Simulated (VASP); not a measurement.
# ZnS (P1) in VASP: further runs

ZnS is run at these levels: r2SCAN; tasks: single point.

Everything below comes from runs of VASP 6.6.1. Logs are shortened: lines on timing, memory, paths and dates and some standing lists are left out, and cuts for length are marked.

**1. The cell of the first run**

The typed cell holds 6 atoms: a = 3.825 Å, b = 3.825 Å, c = 9.400 Å, α = 87.67°, β = 85.33°, γ = 60.00°.

**2. Single point, r2SCAN**

The input, POSCAR:

```
ZnS
1.0
    2.7046500000     -2.7046500000      0.0000000000
    2.7046500000      0.0000000000     -2.7046500000
    5.9502300000      4.8683700000      5.4093000000
Zn S
3 3
Direct
    0.6416600000      0.6666666667      0.1250333333
   -0.1583400000      0.0000000000      0.7917000000
    0.2416600000      0.3333333333      0.4583666667
    0.4916600000      0.6666666667      0.8750333333
    0.8916600000      1.0000000000      0.5417000000
    0.2916600000      0.3333333333      0.2083666667
```

The input, INCAR.step1:

```
SYSTEM = ZnS
PREC     = Accurate       ! precision mode
ENCUT    = 520            ! plane-wave cutoff, eV
ISMEAR   = 0              ! smearing method
SIGMA    = 0.05           ! smearing width, eV
LREAL    = .FALSE.        ! projectors in reciprocal space
LASPH    = .TRUE.         ! aspherical terms in the spheres
NELM     = 100            ! most SCF steps
NBANDS   = 36             ! bands
GGA      = PE             ! functional
ALGO     = Normal         ! electronic algorithm
EDIFF    = 1E-4           ! SCF threshold, eV
LWAVE    = .TRUE.         ! write WAVECAR
LCHARG   = .FALSE.        ! write CHGCAR
```

The input, INCAR.step2:

```
SYSTEM = ZnS
PREC     = Accurate       ! precision mode
ENCUT    = 520            ! plane-wave cutoff, eV
EDIFF    = 1E-7           ! SCF threshold, eV
ISMEAR   = 0              ! smearing method
SIGMA    = 0.05           ! smearing width, eV
LREAL    = .FALSE.        ! projectors in reciprocal space
LASPH    = .TRUE.         ! aspherical terms in the spheres
NELM     = 100            ! most SCF steps
ALGO     = Normal         ! electronic algorithm
ISIF     = 2              ! what is computed and relaxed
LWAVE    = .FALSE.        ! write WAVECAR
LCHARG   = .TRUE.         ! write CHGCAR
METAGGA  = R2SCAN         ! meta-GGA
LMIXTAU  = .TRUE.       
LELF     = .TRUE.         ! ELF
LVHAR    = .TRUE.       
NBANDS   = 36             ! bands
ISTART   = 1
```

The input, KPOINTS:

```
Automatic mesh
0
G
  7 7 3
  0 0 0
```

Potentials or basis: VASP PAW PBE potentials, release 64 (Zn, S).

The run is started by

```
cat potpaw_PBE.64/Zn/POTCAR potpaw_PBE.64/S/POTCAR > POTCAR
cp INCAR.step1 INCAR
mpirun -np 1 vasp_std > vasp.out
cp INCAR.step2 INCAR
mpirun -np 1 vasp_std > vasp.out
```

OUTCAR:

```text
SYSTEM = ZnS
   PREC = Accurate
   ENCUT = 520
   EDIFF = 1E-7
   ISMEAR = 0
   LREAL = .FALSE.
   LASPH = .TRUE.
   NELM = 100
   ISIF = 2
   METAGGA = R2SCAN
   ISTART = 1

 ion  position               nearest neighbor table
   1  0.642  0.667  0.125-   6 2.34   6 2.34   6 2.34   4 2.46
   2  0.842  0.000  0.792-   4 2.34   4 2.34   5 2.34   4 2.34
   3  0.242  0.333  0.458-   5 2.34   5 2.34   5 2.34   6 2.34
   4  0.492  0.667  0.875-   2 2.34   2 2.34   2 2.34   1 2.46
   5  0.892  0.000  0.542-   3 2.34   3 2.34   3 2.34   2 2.34
   6  0.292  0.333  0.208-   1 2.34   3 2.34   1 2.34   1 2.34

  LATTYP: Found a base centered monoclinic cell.
 ALAT       =     3.8249527115
 B/A-ratio  =     1.7320508076
 C/A-ratio  =     2.4576411455
 COS(beta)  =    -0.0813788459

  Lattice vectors:

 A1 = (   0.0000000000,   2.7046500000,  -2.7046500000)
 A2 = (  -2.7046500000,   0.0000000000,   2.7046500000)
 A3 = (   5.9502300000,   4.8683700000,   5.4093000000)

Analysis of symmetry for initial positions (statically):
=====================================================================
 Subroutine PRICEL returns:
 Original cell was already a primitive cell.

 Routine SETGRP: Setting up the symmetry group for a
 base centered monoclinic supercell.

 Subroutine GETGRP returns: Found  1 space group operations
 (whereof  1 operations were pure point group operations)
 out of a pool of  4 trial point group operations.

The static configuration has the point symmetry C_1 .

Analysis of symmetry for dynamics (positions and initial velocities):
=====================================================================
 Subroutine PRICEL returns:
 Original cell was already a primitive cell.

 Routine SETGRP: Setting up the symmetry group for a
 base centered monoclinic supercell.

 Subroutine GETGRP returns: Found  1 space group operations
 (whereof  1 operations were pure point group operations)
 out of a pool of  4 trial point group operations.

The dynamic configuration has the point symmetry C_1 .

 Subroutine INISYM returns: Found  1 space group operations
 (whereof  1 operations are pure point group operations),
 and found     1 'primitive' translations

----------------------------------------------------------------------------------------

                                     Primitive cell

  volume of cell :     118.7092

[... 93 lines left out ...]
   LASPH  =      T    aspherical Exc in radial PAW
   ENCUT  =  520.0 eV  38.22 Ry    6.18 a.u.   7.11  7.11 17.48*2*pi/ulx,y,z
   NELM   =    100;   NELMIN=  2; NELMDL=  0     # of ELM steps
   EDIFF  = 0.1E-06   stopping-criterion for ELM
   LREAL  =      F    real-space projection
   EDIFFG = 0.1E-05   stopping-criterion for IOM
   NSW    =      0    number of steps for IOM
   IBRION =     -1    ionic relax: 0-MD 1-quasi-New 2-CG
   NFREE  =      0    steps in history (QN), initial steepest desc. (CG)
   ISIF   =      2    stress and relaxation
   ISYM   =      2    0-nonsym 1-usesym 2-fastsym
   POTIM  = 0.5000    time-step for ionic-motion
   TEBEG  =    0.0;   TEEND  =   0.0 temperature during run
   PSTRESS=    0.0 pullay stress
   NELECT =      54.0000    total number of electrons
   NUPDOWN=      -1.0000    fix difference up-down
   EMIN   =  10.00;   EMAX   =-10.00  energy-range for DOS
   EFERMI =   0.00;   METHOD = LEGACY
   ISMEAR =     0;   SIGMA  =   0.05  broadening in eV -4-tet -1-fermi 0-gaus
   EFERMI_NEDOS =   21; number of points for ismear=-14 and -15
   IALGO  =     38    algorithm
   IMIX   =      4    mixing-type and parameters
     AMIX     =   0.40;   BMIX     =  1.00
     AMIX_MAG =   1.60;   BMIX_MAG =  1.00
  volume/ion in A,a.u.               =      19.78       133.51
  Fermi-wavevector in a.u.,A,eV,Ry     =   1.259055  2.379268 21.568210  1.585219
  Thomas-Fermi vector in A             =   2.392634
   LORBIT       =      0    0 simple, 1 ext, 2 COOP (PROOUT), +10 PAW based schemes
   METAGGA = R2SCAN    functional components
   LHFCALC =     F    Hartree Fock is set to
   AEXX    =    0.0000 exact exchange contribution
   IVDW    =     0    specifies the selected vdW correction
   LEPSILON=     F    determine dielectric tensor
   LRPA    =     F    only Hartree local field effects (RPA)
 non-spin polarized calculation
 Gauss-broadening in eV      SIGMA  =   0.05
  energy-cutoff  :      520.00
  volume of cell :      118.71
 maximum number of plane-waves:      3218
   NGX = 15   NGY = 15   NGZ = 35

 number of electron      54.0000006 magnetization

 Free energy of the ion-electron system (eV)
  ---------------------------------------------------
  ext. energy  EPLUGINS =         0.00000000
  ---------------------------------------------------
  free energy    TOTEN  =       -56.38993473 eV

  energy without entropy =      -56.38993473  energy(sigma->0) =      -56.38993473

 E-fermi :   2.1809     XC(G=0): -10.2793

 val. band max:        1.9695841960   @ k =   0.0000   0.0000   0.0000
 cond. band min:       4.3397552744   @ k =   0.0000   0.0000   0.0000
 fundamental gap:      2.3701710784
 Fermi energy:         2.1809304343

 k-point     1 :       0.0000    0.0000    0.0000
  band No.  band energies     occupation
      1     -11.8340      2.00000
      2     -11.2057      2.00000
      3     -11.0545      2.00000
      4      -4.7356      2.00000
      5      -4.7343      2.00000
      6      -4.7003      2.00000
[... 925 lines left out ...]
     35      10.3127      0.00000
     36      10.7309      0.00000

 [... further k-points ...]
[... 5 lines left out ...]
  --------------------------------------------------------------------------------------
  -------------------------------------------------------------------------------------
  Total       -2.2496046     -0.0182724     -0.4205269      0.0468663      0.9374575     -0.9189214
  in kB      -30.3621343     -0.2466158     -5.6757067      0.6325386     12.6525393    -12.4023648
  external PRESSURE =     -12.0948189 kB  Pullay stress =       0.0000000 kB

 VOLUME and BASIS-vectors are now :
 -----------------------------------------------------------------------------
  energy-cutoff  :      520.00
  volume of cell :      118.71
      direct lattice vectors                 reciprocal lattice vectors
     2.704650000 -2.704650000  0.000000000     0.110920082 -0.258813525  0.110920082
     2.704650000  0.000000000 -2.704650000     0.123244536  0.123244536 -0.246489071
     5.950230000  4.868370000  5.409300000     0.061622268  0.061622268  0.061622268

 POSITION                                       TOTAL-FORCE (eV/Angst)
 -----------------------------------------------------------------------------------
      4.28254     -1.12676     -1.12676        -0.330871      0.045142     -0.137967
      6.98719      1.57789      4.28254        -0.038916      0.091625     -0.055278
      4.28254      1.57789      1.57789         0.007619      0.074267      0.050364
      8.33952      2.93022      2.93022         0.573310     -0.239478      0.139373
      5.63487      0.22557      2.93022        -0.017192     -0.069140     -0.036030
      2.93022      0.22557      0.22557        -0.193949      0.097583      0.039538
 -----------------------------------------------------------------------------------
    total drift:                               -0.016904      0.005725      0.001003

  FREE ENERGIE OF THE ION-ELECTRON SYSTEM (eV)
  ---------------------------------------------------
  free  energy   TOTEN  =       -56.3899347256 eV

  energy  without entropy=      -56.3899347256  energy(sigma->0) =      -56.38993473
```

OUTCAR.step1:

```text
SYSTEM = ZnS
   PREC = Accurate
   ENCUT = 520
   ISMEAR = 0
   LREAL = .FALSE.
   LASPH = .TRUE.
   NELM = 100
[... 1174 lines left out ...]
      8.33952      2.93022      2.93022         0.552900     -0.199525      0.164964
      5.63487      0.22557      2.93022        -0.019180     -0.067938     -0.035584
      2.93022      0.22557      0.22557        -0.190392      0.086509      0.023944
 -----------------------------------------------------------------------------------
    total drift:                               -0.003205      0.003264      0.000776

  FREE ENERGIE OF THE ION-ELECTRON SYSTEM (eV)
  ---------------------------------------------------
  free  energy   TOTEN  =       -20.3569376676 eV

  energy  without entropy=      -20.3569376676  energy(sigma->0) =      -20.35693767
```

OSZICAR.step1:

```text
N       E                     dE             d eps       ncg     rms          rms(c)
DAV:   1     0.416300630515E+03    0.41630E+03   -0.25128E+04  5328   0.181E+03
DAV:   2     0.294282394054E+02   -0.38687E+03   -0.37196E+03  5352   0.403E+02
DAV:   3    -0.197788847891E+02   -0.49207E+02   -0.48573E+02  5984   0.137E+02
DAV:   4    -0.216490725576E+02   -0.18702E+01   -0.18633E+01  6472   0.269E+01
DAV:   5    -0.216776228854E+02   -0.28550E-01   -0.28537E-01  6364   0.333E+00    0.118E+01
DAV:   6    -0.203480518082E+02    0.13296E+01   -0.26839E+00  7884   0.400E+01    0.916E+00
DAV:   7    -0.203850188442E+02   -0.36967E-01   -0.26728E+00  5892   0.760E+00    0.372E+00
DAV:   8    -0.203556581495E+02    0.29361E-01   -0.14028E-01  6980   0.378E+00    0.106E+00
DAV:   9    -0.203563678567E+02   -0.70971E-03   -0.32756E-02  7112   0.220E+00    0.319E-01
DAV:  10    -0.203566005998E+02   -0.23274E-03   -0.20979E-03  6364   0.650E-01    0.155E-01
DAV:  11    -0.203569093560E+02   -0.30876E-03   -0.49014E-04  5900   0.412E-01    0.788E-02
DAV:  12    -0.203569376676E+02   -0.28312E-04   -0.14463E-04  4216   0.270E-01
   1 F= -.20356938E+02 E0= -.20356938E+02  d E =-.249610E-12
```

Run time: 25 min. Hardware: 1 thread of Oxide Virtual Turin-like, shared host; peak memory 0.36 GiB.

Results:

```
Free energy            : -56.3899 eV
Pressure               : -1.2 GPa
Largest force          : 0.637 eV/Å
Band gap on the k mesh : 2.37 eV, direct
```

Forces in eV/Å, atoms in the order of the input:
```
Zn  -0.331  0.045 -0.138
Zn  -0.039  0.092 -0.055
Zn   0.008  0.074  0.050
S    0.573 -0.239  0.139
S   -0.017 -0.069 -0.036
S   -0.194  0.098  0.040
```

Stress tensor (GPa, compression positive):
```
-3.04  0.06 -1.24
 0.06 -0.02  1.27
-1.24  1.27 -0.57
```

Levels at points of the mesh, in eV from the valence-band top:
| k point | band 24 | band 25 | band 26 | band 27 | band 28 | band 29 | band 30 | band 31 |
| --- | --- | --- | --- | --- | --- | --- | --- | --- |
| (0.00, 0.00, 0.00) | -0.68 | -0.32 | -0.18 | 0.00 | 2.37 | 3.73 | 3.83 | 6.48 |

Caveat: the PAW data sets were made with another functional, which shifts forces and pressure a little. r2SCAN opens gaps a little over a GGA but as a rule still falls short of measured ones.

**3. Single point, r2SCAN**

The input, POSCAR:

```
ZnS
1.0
    2.7046500000     -2.7046500000      0.0000000000
    2.7046500000      0.0000000000     -2.7046500000
    6.4911600000      4.3274400000      5.4093000000
Zn S
3 3
Direct
    0.6166533333      0.6666666667      0.1250333333
   -0.3166800000      0.0000000000      0.7917000000
    0.1499866667      0.3333333333      0.4583666667
    0.3166533333      0.6666666667      0.8750333333
    0.7833200000      1.0000000000      0.5417000000
    0.2499866667      0.3333333333      0.2083666667
```

The input, INCAR.step1:

```
SYSTEM = ZnS
ALGO = Normal
EDIFF = 1E-4
ENCUT = 520
GGA = PE
ISMEAR = 0
LASPH = .True.
LCHARG = .False.
LREAL = .False.
LWAVE = .True.
NBANDS = 36
NELM = 60
PREC = Accurate
SIGMA = 0.05
```

The input, INCAR.step2:

```
SYSTEM = ZnS
ALGO = Normal
EDIFF = 1E-6
ENCUT = 520
ISIF = 2
ISMEAR = 0
ISTART = 1
LASPH = .True.
LCHARG = .False.
LMIXTAU = .True.
LREAL = .False.
LWAVE = .False.
METAGGA = R2SCAN
NBANDS = 36
NELM = 60
PREC = Accurate
SIGMA = 0.05
```

The input, KPOINTS:

```
k-points
0
Gamma
  7 7 3
  0 0 0
```

Potentials or basis: VASP PAW PBE potentials, release 64 (Zn, S).

The run is started by

```
cat potpaw_PBE.64/Zn/POTCAR potpaw_PBE.64/S/POTCAR > POTCAR
cp INCAR.step1 INCAR
mpirun -np 1 vasp_std > vasp.out
cp INCAR.step2 INCAR
mpirun -np 1 vasp_std > vasp.out
```

Wall time 23 min (1 thread of Oxide Virtual Turin-like, shared host); peak memory 0.36 GiB.

It converged, with:

| Quantity | Value |
| --- | --- |
| Free energy | -55.9133 eV |
| Pressure | -1.5 GPa |
| Largest force | 0.587 eV/Å |
| Band gap on the k mesh | 1.95 eV, direct |

Forces on the atoms (eV/Å):
```
Zn  -0.253  0.182 -0.090
Zn  -0.007  0.088 -0.156
Zn   0.079  0.135  0.171
S    0.550 -0.199  0.048
S   -0.118 -0.158 -0.116
S   -0.253 -0.048  0.143
```

Stress tensor (GPa, compression positive):
```
-3.90  0.83 -0.34
 0.83 -1.13  1.79
-0.34  1.79  0.51
```

Levels at points of the mesh, in eV from the valence-band top:
```tsv
k point	band 23	band 24	band 25	band 26	band 27	band 28	band 29	band 30	band 31	band 32
(0.00, 0.00, 0.00)	-0.74	-0.63	-0.37	-0.24	0.00	1.95	3.53	3.83	6.42	6.61
```

Caveat: the PAW data sets were made with another functional, which shifts forces and pressure a little.
